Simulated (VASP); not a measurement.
# Au in VASP: further runs, part 2 of 2

VASP 6.6.1. Earlier steps stand in the parts before.

**4. Single point, PBEsol (strain +0.080 along x and y, +0.080 along z)**

INCAR reads:

```
SYSTEM = Au
PREC = Accurate ; ENCUT = 520
EDIFF = 1E-6 ; ISMEAR = 0
SIGMA = 0.15 ; LREAL = .FALSE.
LASPH = .TRUE. ; NELM = 100
ALGO = Normal ; ISIF = 2
LWAVE = .FALSE. ; LCHARG = .FALSE.
GGA = PS ; NBANDS = 12
```

KPOINTS reads:

```
Automatic mesh
0
G
  20 20 20
  0 0 0
```

POSCAR reads:

```
Au
1.0
   -1.7898505200      1.7898505200      1.7898505200
    1.7898505200     -1.7898505200      1.7898505200
    1.7898505200      1.7898505200     -1.7898505200
Au
1
Direct
    0.0000000000      0.0000000000      0.0000000000
```

Command:

```bash
$ cat potpaw_PBE.64/Au/POTCAR > POTCAR
$ mpirun -np 1 vasp_std > vasp.out
```

Run time: 22 s. Hardware: 1 thread of Intel Xeon Platinum 8488C (Sapphire Rapids), shared host; peak memory 0.19 GiB.

The run converged. Its results:

| Item | Value |
| --- | --- |
| Free energy | -3.3520 eV |
| Pressure | -21.1 GPa |

Levels at points of the mesh, in eV from the Fermi level:
```
           k point  band 2  band 3  band 4  band 5  band 6  band 7  band 8  band 9
(0.00, 0.00, 0.00)   -3.52   -3.52   -3.52   -2.33   -2.33   16.09   16.09   16.09
(0.50, 0.00, 0.00)   -4.17   -2.43   -2.23   -1.44    0.45    2.09   11.83   11.85
(0.50, 0.50, 0.50)   -4.64   -1.66   -1.66   -1.66    5.92    5.92    5.92    6.54
```

Caveat: the cell differs from its parent crystal (strain +0.080 along x and y, +0.080 along z); the PAW data sets were made with another functional, which shifts forces and pressure a little; spin-orbit coupling is left out, which moves the levels of the heavy elements.

**5. Single point, PBEsol (strain +0.040 along x and y, +0.000 along z)**

INCAR reads:

```
PREC = Accurate
ENCUT = 520
EDIFF = 1E-6
ISMEAR = 0
SIGMA = 0.15
LREAL = F
LASPH = T
NELM = 80
ALGO = Fast
ISIF = 2
LWAVE = F
LCHARG = F
GGA = PS
NBANDS = 12
```

KPOINTS reads:

```
regular mesh
0
Gamma
  20 20 20
```

POSCAR reads:

```
Au
1.0
   -1.7235597600      1.7235597600      1.6572690000
    1.7235597600     -1.7235597600      1.6572690000
    1.7235597600      1.7235597600     -1.6572690000
Au
1
Direct
    0.0000000000      0.0000000000      0.0000000000
```

Potentials or basis: VASP PAW PBE potentials, release 64 (Au).

Command:

```bash
$ cat potpaw_PBE.64/Au/POTCAR > POTCAR
$ mpirun -np 1 vasp_std > vasp.out
```

OUTCAR:

```text
PREC = Accurate
   ENCUT = 520
   EDIFF = 1E-6
   ISMEAR = 0
   LREAL = F
   LASPH = T
   NELM = 80
   ISIF = 2
   GGA = PS

 ion  position               nearest neighbor table
   1  0.000  0.000  0.000-

  LATTYP: Found a body centered tetragonal cell.
 ALAT       =     3.4471195200
 C/A-ratio  =     0.9615384615

  Lattice vectors:

 A1 = (  -1.7235597600,   1.7235597600,   1.6572690000)
 A2 = (   1.7235597600,  -1.7235597600,   1.6572690000)
 A3 = (   1.7235597600,   1.7235597600,  -1.6572690000)

Analysis of symmetry for initial positions (statically):
=====================================================================
 Subroutine PRICEL returns:
 Original cell was already a primitive cell.

 Routine SETGRP: Setting up the symmetry group for a
 body centered tetragonal supercell.

 Subroutine GETGRP returns: Found 16 space group operations
 (whereof 16 operations were pure point group operations)
 out of a pool of 16 trial point group operations.

The static configuration has the point symmetry D_4h.

[... 168 lines left out ...]
  band No.  band energies     occupation
      1      -1.4246      2.00000
      2       2.7909      2.00000
      3       3.0005      2.00000
      4       3.0005      2.00000
      5       4.3329      2.00000
      6       4.5771      2.00000
      7      23.2162      0.00000
      8      23.2162      0.00000
      9      23.8880      0.00000
     10      28.5158      0.00000
     11      28.5158      0.00000
     12      29.5228      0.00000
[... 331 lines left out ...]
 k-point    24 :      -0.3500    0.0500   -0.0000
  band No.  band energies     occupation
      1       0.9303      2.00000
      2       2.2412      2.00000
      3       3.6014      2.00000
      4       4.3389      2.00000
      5       4.5581      2.00000
      6       4.9100      2.00000
      7      15.2758      0.00000
      8      20.1378      0.00000
      9      21.3707      0.00000
     10      25.9296      0.00000
     11      26.5574      0.00000
     12      29.6089      0.00000

 [... further k-points ...]

------------------------ aborting loop because EDIFF is reached ----------------------------------------

  FORCE on cell =-STRESS in cart. coord.  units (eV):
  Direction    XX          YY          ZZ          XY          YZ          ZX
  --------------------------------------------------------------------------------------
  -------------------------------------------------------------------------------------
  Total       -1.9939836     -1.9939836     -2.0465409      0.0000000      0.0000000      0.0000000
  in kB     -162.2282484   -162.2282484   -166.5042489      0.0000000      0.0000000      0.0000000
  external PRESSURE =    -163.6535819 kB  Pullay stress =       0.0000000 kB

 VOLUME and BASIS-vectors are now :
 -----------------------------------------------------------------------------
  energy-cutoff  :      520.00
  volume of cell :       19.69
      direct lattice vectors                 reciprocal lattice vectors
    -1.723559760  1.723559760  1.657269000     0.000000000  0.290097281  0.301701172
     1.723559760 -1.723559760  1.657269000     0.290097281  0.000000000  0.301701172
     1.723559760  1.723559760 -1.657269000     0.290097281  0.290097281  0.000000000

 POSITION                                       TOTAL-FORCE (eV/Angst)
 -----------------------------------------------------------------------------------
      0.00000      0.00000      0.00000         0.000000      0.000000      0.000000
 -----------------------------------------------------------------------------------
    total drift:                                0.000000      0.000000     -0.000000

  FREE ENERGIE OF THE ION-ELECTRON SYSTEM (eV)
  ---------------------------------------------------
  free  energy   TOTEN  =        -3.7445538519 eV

  energy  without entropy=       -3.7396992530  energy(sigma->0) =       -3.74212655
```

OSZICAR:

```text
N       E                     dE             d eps       ncg     rms          rms(c)
DAV:   1     0.470690896578E+02    0.47069E+02   -0.54754E+03 16104   0.802E+02
DAV:   2    -0.339285109187E+01   -0.50462E+02   -0.47420E+02 18020   0.178E+02
DAV:   3    -0.407692341321E+01   -0.68407E+00   -0.68339E+00 18236   0.202E+01
DAV:   4    -0.407931826827E+01   -0.23949E-02   -0.23948E-02 17420   0.139E+00
DAV:   5    -0.407933787301E+01   -0.19605E-04   -0.19604E-04 18124   0.121E-01    0.607E+00
RMM:   6    -0.375850708122E+01    0.32083E+00   -0.44228E-01 15396   0.538E+00    0.406E+00
RMM:   7    -0.374672900759E+01    0.11778E-01   -0.26263E-02 16279   0.151E+00    0.243E+00
RMM:   8    -0.374467303181E+01    0.20560E-02   -0.25082E-03 16869   0.426E-01    0.414E-01
RMM:   9    -0.374455076380E+01    0.12227E-03   -0.52220E-04 17577   0.187E-01    0.827E-02
RMM:  10    -0.374455507610E+01   -0.43123E-05   -0.62035E-05 17638   0.594E-02    0.479E-02
RMM:  11    -0.374455380689E+01    0.12692E-05   -0.90241E-06 17310   0.229E-02    0.116E-02
RMM:  12    -0.374455385192E+01   -0.45027E-07   -0.14024E-06 13601   0.830E-03
   1 F= -.37445539E+01 E0= -.37421266E+01  d E =-.485460E-02
```

Wall time 61 s (1 thread of Intel Xeon Platinum 8488C (Sapphire Rapids), shared host); peak memory 0.26 GiB.

What came out:

* Free energy: -3.7446 eV
* Pressure: -16.4 GPa

Levels at points of the mesh, in eV from the Fermi level:
```csv
k point,band 2,band 3,band 4,band 5,band 6,band 7,band 8,band 9,band 10,band 11
"(0.00, 0.00, 0.00)",-4.30,-4.09,-4.09,-2.76,-2.52,16.12,16.12,16.79,21.42,21.42
"(0.50, 0.00, 0.00)",-5.10,-2.72,-2.39,-1.44,-0.06,2.84,11.96,12.57,19.36,20.10
"(0.50, 0.50, 0.00)",-4.87,-2.93,-2.56,-1.47,-0.27,2.55,12.55,13.39,20.46,20.65
"(0.50, 0.50, 0.50)",-5.68,-1.76,-1.76,-1.69,5.72,5.72,6.78,7.96,14.10,14.89
```

Caveat: the cell differs from its parent crystal (strain +0.040 along x and y, +0.000 along z); the PAW data sets were made with another functional, which shifts forces and pressure a little; spin-orbit coupling is left out, which moves the levels of the heavy elements.

**6. The runs side by side**

| cell | gap on the mesh (eV) | pressure (GPa) |
| --- | --- | --- |
| a = 2.756 Å, angles 109.5°, 1 atom | none | 11.2 |
| a = 2.985 Å, angles 109.5°, 1 atom | none | -18.4 |
| a = 3.100 Å, angles 109.5°, 1 atom | none | -21.1 |
| a = 2.948 Å, angles 108.4, 108.4, 111.6°, 1 atom | none | -16.4 |

Alike in all rows: task single point; level PBEsol; potentials or basis VASP PAW PBE potentials, release 64 (Au); no spin polarisation; k mesh 20 × 20 × 20; cutoff (eV) 520; smearing gaussian 0.15 eV.

Caveats: the PAW data sets were made with another functional, which shifts forces and pressure a little; spin-orbit coupling is left out, which moves the levels of the heavy elements.

Total energies depend on the potentials used, so only differences within one code and one set of settings carry meaning.
